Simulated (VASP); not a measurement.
# CuO in VASP: notebook, part 2 of 2

VASP 6.6.1. The steps go on from the part before.

### Step 3. Single point, PBEsol

This run uses another cell than the first one, of 10.65 Å³/atom, 0.993 times its volume.

The input, INCAR:

```
SYSTEM = CuO
PREC = Accurate
ENCUT = 520
EDIFF = 1E-6
ISMEAR = -1
SIGMA = 0.05
LREAL = .False.
LASPH = .True.
NELM = 80
ALGO = Normal
ISIF = 2
LWAVE = .False.
LCHARG = .True.
GGA = PS
LELF = .True.
LVHAR = .True.
NBANDS = 25
```

The input, KPOINTS:

```
Automatic mesh
0
Gamma
  9 9 5
  0 0 0
```

The input, POSCAR:

```
CuO
1.0
    2.8938346646     -0.0180293823     -0.0039203860
    0.0212392604      2.8936780473     -0.0038723014
    0.0104270126      0.0103571128      5.0873878555
Cu O
2 2
Direct
    0.0000000000      0.5000000000      0.0000000000
    0.5000000000      0.0000000000      0.5000000000
    0.9997453289      0.0002551423      0.7500020483
    0.0002546711      0.9997448577      0.2499979517
```

Potentials or basis: VASP PAW PBE potentials, release 64 (Cu, O).

Launch:

```sh
$ cat potpaw_PBE.64/Cu/POTCAR potpaw_PBE.64/O/POTCAR > POTCAR
$ mpirun -np 1 vasp_std > vasp.out
```

OUTCAR:

```text
SYSTEM = CuO
   PREC = Accurate
   ENCUT = 520
   EDIFF = 1E-6
   ISMEAR = -1
   LREAL = .False.
   LASPH = .True.
   NELM = 80
   ISIF = 2
   GGA = PS

 ion  position               nearest neighbor table
   1  0.000  0.500  0.000-   3 1.93   4 1.93   4 1.93   3 1.93
   2  0.500  0.000  0.500-   4 1.93   3 1.93   4 1.93   3 1.93
   3  1.000  0.000  0.750-   1 1.93   2 1.93   1 1.93   2 1.93
   4  0.000  1.000  0.250-   1 1.93   2 1.93   1 1.93   2 1.93

  LATTYP: Found a base centered monoclinic cell.
 ALAT       =    23.7803316787
 B/A-ratio  =     0.1719998407
 C/A-ratio  =     0.2747543135
 COS(beta)  =    -0.9909713159

  Lattice vectors:

 A1 = (  -2.9571672106,  -5.7900409379, -10.1631107222)
 A2 = (  -5.8297626148,  -2.8783335083, -10.1630626376)
 A3 = (   2.9255009376,   2.8860057778,   5.0795951681)

Analysis of symmetry for initial positions (statically):
=====================================================================
 Subroutine PRICEL returns:
 Original cell was already a primitive cell.

 Routine SETGRP: Setting up the symmetry group for a
 base centered monoclinic supercell.

 Subroutine GETGRP returns: Found  2 space group operations
 (whereof  2 operations were pure point group operations)
 out of a pool of  4 trial point group operations.

The static configuration has the point symmetry S_2 .

Analysis of symmetry for dynamics (positions and initial velocities):
=====================================================================
 Subroutine PRICEL returns:
 Original cell was already a primitive cell.

 Routine SETGRP: Setting up the symmetry group for a
 base centered monoclinic supercell.

 Subroutine GETGRP returns: Found  2 space group operations
 (whereof  2 operations were pure point group operations)
 out of a pool of  4 trial point group operations.

The dynamic configuration has the point symmetry S_2 .

 Subroutine INISYM returns: Found  2 space group operations
 (whereof  2 operations are pure point group operations),
 and found     1 'primitive' translations

----------------------------------------------------------------------------------------

                                     Primitive cell

  volume of cell :      42.6031

  direct lattice vectors                    reciprocal lattice vectors
     2.893834665 -0.018029382 -0.003920386     0.345545484 -0.002537205 -0.000703058
     0.021239260  2.893678047 -0.003872301     0.002152001  0.345564204 -0.000707924
     0.010427013  0.010357113  5.087387856     0.000267918  0.000261073  0.196563449

  length of vectors
     2.893893484  2.893758584  5.087409084     0.345555514  0.345571630  0.196563805

  position of ions in fractional coordinates (direct lattice)
     1.000000000  0.500000000  0.000000000
     0.500000000  1.000000000  0.500000000
     0.999745329  0.000255142  0.750002048
     0.000254671  0.999744858  0.249997952

  ion indices of the primitive-cell ions
   primitive index   ion index
                 1           1
                 2           2
                 3           3
                 4           4

----------------------------------------------------------------------------------------

 KPOINTS: Automatic mesh

Automatic generation of k-mesh.
 Grid dimensions read from file:
 generate k-points for:    9    9    5

 Generating k-lattice:

  Cartesian coordinates                     Fractional coordinates (reciprocal lattice)
     0.038393943 -0.000281912 -0.000078118     0.111111111 -0.000000000  0.000000000
     0.000239111  0.038396023 -0.000078658    -0.000000000  0.111111111  0.000000000
     0.000053584  0.000052215  0.039312690    -0.000000000  0.000000000  0.200000000

  Length of vectors
     0.038395057  0.038396848  0.039312761

  Shift w.r.t. Gamma in fractional coordinates (k-lattice)
     0.000000000  0.000000000  0.000000000

 Subroutine IBZKPT returns following result:
 ===========================================

 Found    203 irreducible k-points:

 Following reciprocal coordinates:
            Coordinates               Weight
  0.000000  0.000000  0.000000      1.000000
  0.111111 -0.000000 -0.000000      2.000000
  0.222222 -0.000000  0.000000      2.000000
  0.333333 -0.000000  0.000000      2.000000
  0.444444 -0.000000  0.000000      2.000000
  0.000000  0.111111 -0.000000      2.000000
[... 16 lines left out ...]
 -0.111111  0.222222  0.000000      2.000000
  0.000000  0.333333  0.000000      2.000000
 [... further k-points ...]
   k-points           NKPTS =    203   k-points in BZ     NKDIM =    203   number of bands    NBANDS=     25
   number of dos      NEDOS =    301   number of ions     NIONS =      4
   total plane-waves  NPLWV =  23040
   dimension x,y,z NGX =    24 NGY =   24 NGZ =   40
   dimension x,y,z NGXF=    48 NGYF=   48 NGZF=   80
   ions per type =               2   2
   NGX,Y,Z   is equivalent  to a cutoff of  13.79, 13.79, 13.07 a.u.
   NGXF,Y,Z  is equivalent  to a cutoff of  27.57, 27.58, 26.14 a.u.
 SYSTEM =  CuO
   PREC   = accura    normal or accurate (medium, high low for compatibility)
   ISTART =      0    job   : 0-new  1-cont  2-samecut
   ICHARG =      2    charge: 1-file 2-atom 10-const
   ISPIN  =      1    spin polarized calculation?
   LNONCOLLINEAR =      F non collinear calculations
   LSORBIT =      F    spin-orbit coupling
   LASPH  =      T    aspherical Exc in radial PAW
   ENCUT  =  520.0 eV  38.22 Ry    6.18 a.u.   5.38  5.38  9.46*2*pi/ulx,y,z
   NELM   =     80;   NELMIN=  2; NELMDL= -5     # of ELM steps
   EDIFF  = 0.1E-05   stopping-criterion for ELM
   LREAL  =      F    real-space projection
   EDIFFG = 0.1E-04   stopping-criterion for IOM
   NSW    =      0    number of steps for IOM
   IBRION =     -1    ionic relax: 0-MD 1-quasi-New 2-CG
   NFREE  =      0    steps in history (QN), initial steepest desc. (CG)
   ISIF   =      2    stress and relaxation
   ISYM   =      2    0-nonsym 1-usesym 2-fastsym
   POTIM  = 0.5000    time-step for ionic-motion
   TEBEG  =    0.0;   TEEND  =   0.0 temperature during run
   PSTRESS=    0.0 pullay stress
   NELECT =      34.0000    total number of electrons
   NUPDOWN=      -1.0000    fix difference up-down
   EMIN   =  10.00;   EMAX   =-10.00  energy-range for DOS
   EFERMI =   0.00;   METHOD = LEGACY
   ISMEAR =    -1;   SIGMA  =   0.05  broadening in eV -4-tet -1-fermi 0-gaus
   EFERMI_NEDOS =   21; number of points for ismear=-14 and -15
   IALGO  =     38    algorithm
   IMIX   =      4    mixing-type and parameters
     AMIX     =   0.40;   BMIX     =  1.00
     AMIX_MAG =   1.60;   BMIX_MAG =  1.00
  volume/ion in A,a.u.               =      10.65        71.87
  Fermi-wavevector in a.u.,A,eV,Ry     =   1.518521  2.869589 31.373755  2.305906
  Thomas-Fermi vector in A             =   2.627630
   LORBIT       =      0    0 simple, 1 ext, 2 COOP (PROOUT), +10 PAW based schemes
   GGA     = PS    functional components
   LHFCALC =     F    Hartree Fock is set to
   AEXX    =    0.0000 exact exchange contribution
   IVDW    =     0    specifies the selected vdW correction
   LEPSILON=     F    determine dielectric tensor
   LRPA    =     F    only Hartree local field effects (RPA)
 non-spin polarized calculation
  energy-cutoff  :      520.00
  volume of cell :       42.60
 maximum number of plane-waves:      1171
 NGX is ok and might be reduce to    24
   NGX = 11   NGY = 11   NGZ = 19

 number of electron      33.9999966 magnetization

 Free energy of the ion-electron system (eV)
  ---------------------------------------------------
  ext. energy  EPLUGINS =         0.00000000
  ---------------------------------------------------
  free energy    TOTEN  =       -21.48437264 eV

  energy without entropy =      -21.46567095  energy(sigma->0) =      -21.47502179

 E-fermi :   5.2120     XC(G=0): -11.8128

 val. band max:        5.1660357392   @ k =   0.4444   0.4444   0.4000
 cond. band min:       5.2592485334   @ k =  -0.4444   0.0000   0.2000
 fundamental gap:      0.0932127943
 Fermi energy:         5.2120071999

 k-point     1 :       0.0000    0.0000    0.0000
  band No.  band energies     occupation
      1     -14.8576      2.00000
      2     -13.4175      2.00000
      3      -3.3308      2.00000
      4      -0.4982      2.00000
      5      -0.4958      2.00000
      6       1.2588      2.00000
[... 661 lines left out ...]
     24      19.2173      0.00000
     25      20.3060      0.00000

 [... further k-points ...]

------------------------ aborting loop because EDIFF is reached ----------------------------------------

  FORCE on cell =-STRESS in cart. coord.  units (eV):
  Direction    XX          YY          ZZ          XY          YZ          ZX
  --------------------------------------------------------------------------------------
  -------------------------------------------------------------------------------------
  Total        0.2269797      0.2294275      0.3645137     -0.0016736     -0.0022699     -0.0017651
  in kB        8.5360445      8.6280983     13.7082941     -0.0629378     -0.0853626     -0.0663802
  external PRESSURE =      10.2908123 kB  Pullay stress =       0.0000000 kB

 VOLUME and BASIS-vectors are now :
 -----------------------------------------------------------------------------
  energy-cutoff  :      520.00
  volume of cell :       42.60
      direct lattice vectors                 reciprocal lattice vectors
     2.893834665 -0.018029382 -0.003920386     0.345545484 -0.002537205 -0.000703058
     0.021239260  2.893678047 -0.003872301     0.002152001  0.345564204 -0.000707924
     0.010427013  0.010357113  5.087387856     0.000267918  0.000261073  0.196563449

 POSITION                                       TOTAL-FORCE (eV/Angst)
 -----------------------------------------------------------------------------------
      0.01062      1.44684     -0.00194        -0.000000      0.000000      0.000000
      1.45213     -0.00384      2.54173        -0.000000     -0.000000      0.000000
      2.90092     -0.00952      3.81163        -0.000294      0.000500     -0.001280
      0.02458      2.89552      1.26796         0.000294     -0.000500      0.001280
 -----------------------------------------------------------------------------------
    total drift:                                0.000000     -0.000000     -0.000000

  FREE ENERGIE OF THE ION-ELECTRON SYSTEM (eV)
  ---------------------------------------------------
  free  energy   TOTEN  =       -21.4843726373 eV

  energy  without entropy=      -21.4656709451  energy(sigma->0) =      -21.47502179
```

stdout:

```text
POSCAR found type information on POSCAR CuO
 POSCAR found :  2 types and       4 ions
 scaLAPACK will be used
 -----------------------------------------------------------------------------
|                                                                             |
|                                                                             |
|     You enforced a specific xc type in the INCAR file but a different       |
[... 26 lines left out ...]
 -----------------------------------------------------------------------------

 LDA part: xc-table for (Slater+PW92), standard interpolation
 POSCAR, INCAR and KPOINTS ok, starting setup
 FFT: planning ... GRIDC
 FFT: planning ... GRID_SOFT
 FFT: planning ... GRID
 WAVECAR not read
 entering main loop
```

Wall time 6.7 min (1 thread of Intel Xeon 8259CL, shared host); peak memory 0.3 GiB.

Results:

| Quantity | Value |
| --- | --- |
| Free energy | -21.4844 eV |
| Pressure | 1.0 GPa |
| Band gap on the k mesh | zero (band 17 reaches 5.94 eV, above the bottom of band 18 at 4.94 eV) |

Stress tensor (GPa, compression positive):
```
 0.85 -0.01 -0.01
-0.01  0.86 -0.01
-0.01 -0.01  1.37
```

Caveat: the PAW data sets were made with another functional, which shifts forces and pressure a little; semilocal functionals often make such compounds metallic where correlation or magnetic order opens a gap, which also shifts bond lengths. With open d or f shells a metallic result of PBEsol can be an artefact of self-interaction; +U or a hybrid may open a gap.

### Step 4. Single point, PBEsol

This run uses another cell than the first one, of 10.69 Å³/atom, 0.996 times its volume.

The input, INCAR:

```
PREC = Accurate ; ENCUT = 520
EDIFF = 1E-7 ; ISMEAR = -1
SIGMA = 0.05 ; LREAL = F
LASPH = T ; NELM = 80
ALGO = Normal ; ISIF = 2
LWAVE = F ; LCHARG = F
GGA = PS ; NBANDS = 25
```

The input, KPOINTS:

```
Automatic mesh
0
Gamma
  9 9 5
```

The input, POSCAR:

```
CuO
1.0
    2.8972835576     -0.0168271368     -0.0040540499
    0.0224882125      2.8972638135     -0.0040286045
    0.0102148865      0.0101080565      5.0934285282
Cu O
2 2
Direct
    0.0000000000      0.5000000000      0.0000000000
    0.5000000000      0.0000000000      0.5000000000
    0.9997565141      0.0002512903      0.7499998077
    0.0002434859      0.9997487097      0.2500001923
```

Launch:

```sh
$ cat potpaw_PBE.64/Cu/POTCAR potpaw_PBE.64/O/POTCAR > POTCAR
$ mpirun -np 1 vasp_std > vasp.out
```

It took 3.9 min on 1 thread of Intel Xeon 8259CL, shared host; peak memory 0.23 GiB.

Results (log left out):

```yaml
Free_energy: -21.4853 eV
Pressure: 0.4 GPa
Band_gap_on_the_k_mesh: zero (band 17 reaches 5.88 eV, above the bottom of band 18 at 4.90 eV)
```

Stress tensor (GPa, compression positive):
```
 0.29 -0.01  0.00
-0.01  0.29  0.00
 0.00  0.00  0.55
```

Levels at points of the mesh, in eV from the Fermi level:
| k point | band 15 | band 16 | band 17 | band 18 | band 19 | band 20 |
| --- | --- | --- | --- | --- | --- | --- |
| (0.00, 0.00, 0.00) | -2.36 | -1.97 | 0.72 | 0.73 | 1.48 | 6.03 |

Caveat: the PAW data sets were made with another functional, which shifts forces and pressure a little; semilocal functionals often make such compounds metallic where correlation or magnetic order opens a gap, which also shifts bond lengths. With open d or f shells a metallic result of PBEsol can be an artefact of self-interaction; +U or a hybrid may open a gap.

### Step 5. Single point, PBEsol

This run uses another cell than the first one, of 10.67 Å³/atom, 0.994 times its volume.

The input, INCAR:

```
SYSTEM = CuO
PREC = Accurate ; ENCUT = 520
EDIFF = 1E-6 ; ISMEAR = -1
SIGMA = 0.05 ; LREAL = .False.
LASPH = .True. ; NELM = 100
ALGO = Normal ; ISIF = 2
LWAVE = .False. ; LCHARG = .True.
GGA = PS ; LELF = .True.
LVHAR = .True. ; NBANDS = 25
```

The input, KPOINTS:

```
Automatic mesh
0
Gamma
  9 9 5
  0 0 0
```

The input, POSCAR:

```
CuO
1.0
    2.8952558397     -0.0170995644     -0.0041461290
    0.0221882912      2.8952108860     -0.0041191730
    0.0100354088      0.0099335509      5.0895772142
Cu O
2 2
Direct
    0.0000000000      0.5000000000      0.0000000000
    0.5000000000      0.0000000000      0.5000000000
    0.9997821137      0.0002263851      0.7500001640
    0.0002178863      0.9997736149      0.2499998360
```

Launch:

```sh
$ cat potpaw_PBE.64/Cu/POTCAR potpaw_PBE.64/O/POTCAR > POTCAR
$ mpirun -np 1 vasp_std > vasp.out
```

It took 3.5 min on 1 thread of Intel Xeon 8259CL, shared host; peak memory 0.23 GiB.

Results (log left out):

```
Free energy            : -21.4848 eV
Pressure               : 0.8 GPa
Band gap on the k mesh : zero (band 17 reaches 5.92 eV, above the bottom of band 18 at 4.92 eV)
```

Stress tensor (GPa, compression positive):
```
 0.62 -0.01  0.00
-0.01  0.62  0.00
 0.00  0.00  1.05
```

Levels at points of the mesh, in eV from the Fermi level:
```csv
k point,band 14,band 15,band 16,band 17,band 18,band 19,band 20,band 21
"(0.00, 0.00, 0.00)",-2.47,-2.37,-1.97,0.72,0.73,1.48,6.03,7.45
```

Caveat: the PAW data sets were made with another functional, which shifts forces and pressure a little; semilocal functionals often make such compounds metallic where correlation or magnetic order opens a gap, which also shifts bond lengths. With open d or f shells a metallic result of PBEsol can be an artefact of self-interaction; +U or a hybrid may open a gap.

### Step 6. Single point, PBEsol

This run uses another cell than the first one, of 10.65 Å³/atom, 0.993 times its volume.

The input, INCAR:

```
SYSTEM = CuO
ALGO = Normal
EDIFF = 1E-6
ENCUT = 520
GGA = PS
ISIF = 2
ISMEAR = -1
LASPH = .TRUE.
LCHARG = .FALSE.
LREAL = .FALSE.
LWAVE = .FALSE.
NBANDS = 25
NELM = 80
PREC = Accurate
SIGMA = 0.05
```

The input, KPOINTS:

```
k-points
0
G
  9 9 5
  0 0 0
```

The input, POSCAR:

```
CuO
1.0
    2.8941907370     -0.0183127705     -0.0039555793
    0.0209607257      2.8940268723     -0.0039056635
    0.0103642135      0.0102983836      5.0880528201
Cu O
2 2
Direct
    0.0000000000      0.5000000000      0.0000000000
    0.5000000000      0.0000000000      0.5000000000
    0.9997559070      0.0002440103      0.7500021878
    0.0002440930      0.9997559897      0.2499978122
```

Potentials or basis: VASP PAW PBE potentials, release 64 (Cu, O).

Launch:

```sh
$ cat potpaw_PBE.64/Cu/POTCAR potpaw_PBE.64/O/POTCAR > POTCAR
$ mpirun -np 1 vasp_std > vasp.out
```

It took 6.6 min on 1 thread of Intel Xeon 8259CL, shared host; peak memory 0.3 GiB.

The run converged. Its results:

```
Free energy            : -21.4845 eV
Pressure               : 1.0 GPa
Band gap on the k mesh : zero (band 17 reaches 5.93 eV, above the bottom of band 18 at 4.94 eV)
```

Stress tensor (GPa, compression positive):
```
 0.79 -0.01 -0.01
-0.01  0.80 -0.01
-0.01 -0.01  1.28
```

Levels at points of the mesh, in eV from the Fermi level:
| k point | band 15 | band 16 | band 17 | band 18 | band 19 | band 20 |
| --- | --- | --- | --- | --- | --- | --- |
| (0.00, 0.00, 0.00) | -2.38 | -1.98 | 0.72 | 0.73 | 1.48 | 6.04 |

Caveat: the PAW data sets were made with another functional, which shifts forces and pressure a little; semilocal functionals often make such compounds metallic where correlation or magnetic order opens a gap, which also shifts bond lengths. With open d or f shells a metallic result of PBEsol can be an artefact of self-interaction; +U or a hybrid may open a gap.

### Step 7. Summary

```tsv
task	level	cell	cutoff (eV)	gap on the mesh (eV)	pressure (GPa)
relaxation of cell and atoms	BLYP	relaxed from a = 2.880, b = 2.880, c = 5.176 Å, angles 89.8, 89.8, 89.2°, 4 atoms	600	none	0.0
single point	PBEsol	a = 2.894, b = 2.894, c = 5.087 Å, angles 90.0°, 4 atoms	520	none	1.0
single point	PBEsol	a = 2.897, b = 2.897, c = 5.093 Å, angles 90.0, 90.0, 89.9°, 4 atoms	520	none	0.4
single point	PBEsol	a = 2.895, b = 2.895, c = 5.090 Å, angles 90.0, 90.0, 89.9°, 4 atoms	520	none	0.8
single point	PBEsol	a = 2.894, b = 2.894, c = 5.088 Å, angles 90.0°, 4 atoms	520	none	1.0
```

Alike in all rows: potentials or basis VASP PAW PBE potentials, release 64 (Cu, O); no spin polarisation; k mesh 9 × 9 × 5; smearing fermi-dirac 0.05 eV.

Caveats: the PAW data sets were made with another functional, which shifts forces and pressure a little; semilocal functionals often make such compounds metallic where correlation or magnetic order opens a gap, which also shifts bond lengths.

Absolute energies hang on the potentials; compare differences alone.
